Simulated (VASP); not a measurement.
Write the native input for VASP 6.6.1 that does the following.

- Task: single point
- Functional: PBEsol
- Potentials or basis: VASP PAW PBE potentials, release 64 (K_sv, Cl)
- Cutoff: 520 eV
- k mesh: 6 × 6 × 6
- Occupations: gaussian, width 0.02 eV
- Spin: no spin polarisation
- Dipole correction: no
- Further INCAR settings: ALGO = Normal; EDIFF = 1e-06; NBANDS = 15

The structure of KCl (Sylvite) lies in POSCAR:

```
KCl
1.0
    0.0000000000      3.1216036869      3.1216036869
    3.1216036869      0.0000000000      3.1216036869
    3.1216036869      3.1216036869      0.0000000000
K Cl
1 1
Direct
    0.0000000000      0.0000000000      0.0000000000
    0.5000000000      0.5000000000      0.5000000000
```

The input as run:

INCAR

```
  PREC = Accurate
  ENCUT = 520
  EDIFF = 1E-6
  ISMEAR = 0
  SIGMA = 0.02
  LREAL = F
  LASPH = T
  NELM = 80
  ALGO = Normal
  ISIF = 2
  LWAVE = F
  LCHARG = T
  GGA = PS
  LELF = T
  LVHAR = T
  NBANDS = 15
```

KPOINTS

```
regular mesh
0
Gamma
  6 6 6
```

Potentials or basis: VASP PAW PBE potentials, release 64 (K_sv, Cl).

The run is started by

```bash
$ cat potpaw_PBE.64/K_sv/POTCAR potpaw_PBE.64/Cl/POTCAR > POTCAR
$ mpirun -np 1 vasp_std > vasp.out
```

It gave:

The pressure is 0.0 GPa and the band gap on the k mesh is 5.10 eV, direct.

Caveat: the PAW data sets were made with another functional, which shifts forces and pressure a little.

Run time: 50 s on 1 thread of Intel Xeon 6975P-C, on a shared host, peak memory 0.2 GiB.
